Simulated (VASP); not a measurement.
Crystal: SiC (Moissanite 3C).

```xyz
2
Lattice="0.0000 2.1790 2.1790 2.1790 0.0000 2.1790 2.1790 2.1790 0.0000" Properties=species:S:1:pos:R:3 pbc="T T T"
Si    0.0000    0.0000    0.0000
C     3.2685    3.2685    3.2685
```

Base run:

* Program: VASP 6.6.1
* Functional: PBE
* Potentials or basis: VASP PAW PBE potentials, release 64 (Si, C)
* Cutoff: 520 eV
* k mesh: 10 × 10 × 10
* Occupations: fermi-dirac, width 0.05 eV
* Spin: no spin polarisation

Its results: band gap on the k mesh 1.36 eV, indirect (least direct gap 4.54 eV); pressure 3.2 GPa.

After a change of settings the same cell gave: band gap on the k mesh 1.73 eV, indirect (least direct gap 5.06 eV); pressure -0.7 GPa. Which change was it?
A. functional from PBE to PBE exchange alone; cutoff from 520 eV to 600 eV
B. functional from PBE to PBEsol; cutoff from 520 eV to 600 eV; occupations from fermi-dirac, width 0.05 eV to gaussian, width 0.1 eV
C. occupations from fermi-dirac, width 0.05 eV to gaussian, width 0.017 eV
D. functional from PBE to r2SCAN; cutoff from 520 eV to 660 eV

D.

r2SCAN gives the wider gap, since meta-GGAs in the generalised Kohn-Sham scheme recover part of the derivative discontinuity.

Caveats: the PAW data sets were made with another functional, which shifts forces and pressure a little (some runs).
